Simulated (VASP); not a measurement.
Wanted: the native input for a VASP 6.6.1 run.

- Task: single point
- Functional: PBE
- Potentials or basis: VASP PAW PBE potentials, release 64 (K_sv)
- Cutoff: 520 eV
- k mesh: 5 × 5 × 7
- Occupations: fermi-dirac, width 0.1 eV
- Spin: no spin polarisation
- Dipole correction: no
- k mesh for the DOS: 8 × 8 × 11
- Occupations for the DOS: tetrahedron
- Further INCAR settings: ALGO = Normal; EDIFF = 1e-06; NBANDS = 20

The system is K.

```xyz
3
Lattice="6.2004 0.0000 0.0000 -3.1002 5.3697 0.0000 0.0000 0.0000 3.6845" Properties=species:S:1:pos:R:3 pbc="T T T"
K     0.0000    0.0000    0.0000
K     0.0000    3.5798    1.8422
K     3.1002    1.7899    1.8422
```

This isn't the form of K at room conditions, which is bcc.

These files were run (other wordings do the same):

POSCAR

```
K
1.0
    6.2003871216      0.0000000000      0.0000000000
   -3.1001935608      5.3696927606      0.0000000000
    0.0000000000      0.0000000000      3.6844764004
K
3
Direct
    0.0000000000      0.0000000000      0.0000000000
    0.3333333333      0.6666666667      0.5000000000
    0.6666666667      0.3333333333      0.5000000000
```

INCAR.step1

```
ALGO     = Normal         # electronic algorithm
EDIFF    = 1E-6           # SCF threshold, eV
ENCUT    = 520            # plane-wave cutoff, eV
GGA      = PE             # functional
ISIF     = 2              # what is computed and relaxed
ISMEAR   = -1             # smearing method
LASPH    = T              # aspherical terms in the spheres
LCHARG   = T              # write CHGCAR
LREAL    = F              # projectors in reciprocal space
LWAVE    = F              # write WAVECAR
NBANDS   = 20             # bands
NELM     = 80             # most SCF steps
PREC     = Accurate       # precision mode
SIGMA    = 0.1            # smearing width, eV
```

KPOINTS.step1

```
k-points
0
Gamma
  5 5 7
```

INCAR.step2

```
ALGO     = Normal         # electronic algorithm
EDIFF    = 1E-6           # SCF threshold, eV
ENCUT    = 520            # plane-wave cutoff, eV
GGA      = PE             # functional
ICHARG   = 11             # starting density
ISIF     = 2              # what is computed and relaxed
ISMEAR   = -5             # smearing method
LASPH    = T              # aspherical terms in the spheres
LCHARG   = F              # write CHGCAR
LORBIT   = 10             # projections on sites
LREAL    = F              # projectors in reciprocal space
LWAVE    = F              # write WAVECAR
NBANDS   = 20             # bands
NEDOS    = 2001           # points of the DOS
NELM     = 80             # most SCF steps
PREC     = Accurate       # precision mode
SIGMA    = 0.1            # smearing width, eV
```

KPOINTS.step2

```
k-points
0
Gamma
  8 8 11
```

Potentials or basis: VASP PAW PBE potentials, release 64 (K_sv).

Launch:

```console
$ cat potpaw_PBE.64/K_sv/POTCAR > POTCAR
$ cp INCAR.step1 INCAR
$ cp KPOINTS.step1 KPOINTS
$ mpirun -np 1 vasp_std > vasp.out
$ cp INCAR.step2 INCAR
$ cp KPOINTS.step2 KPOINTS
$ mpirun -np 1 vasp_std > vasp.out
```

Results of the run:

```
Valence electrons inside the program's atomic spheres : K 7.58
```

It took 3.3 min on 1 thread of Intel Xeon 8259CL, on a shared host, peak memory 0.29 GiB.
